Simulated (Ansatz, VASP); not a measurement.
# V: VASP beside Ansatz

```
V
1.0
    -1.51300    1.51300    1.51300
     1.51300   -1.51300    1.51300
     1.51300    1.51300   -1.51300
V
1
Cartesian
  0.0000 0.0000 0.0000
```

Alike in both runs: task single point; functional PBEsol; k mesh 22 × 22 × 22; occupations gaussian, width 0.15 eV; no spin polarisation.

|  | VASP | Ansatz |
| --- | --- | --- |
| version | VASP 6.6.1 | Ansatz 0.2.0 |
| potentials or method | VASP PAW PBE potentials, release 64 (V_sv), cutoff 520 eV | scalar-relativistic, plane waves, PAW |
| valence electrons in the cell | 13 | 13 |

Ansatz gave:

| Quantity | Value |
| --- | --- |
| gap on the k mesh at the Fermi level (eV) | none |
| pressure (GPa) | -11.6 |

Estimate VASP's values.

gap on the k mesh at the Fermi level (eV): none; pressure (GPa): -11.4.

VASP's potentials were made for PBE, not for PBEsol. A gap of «none» marks a metal or a gap that the smearing closes.
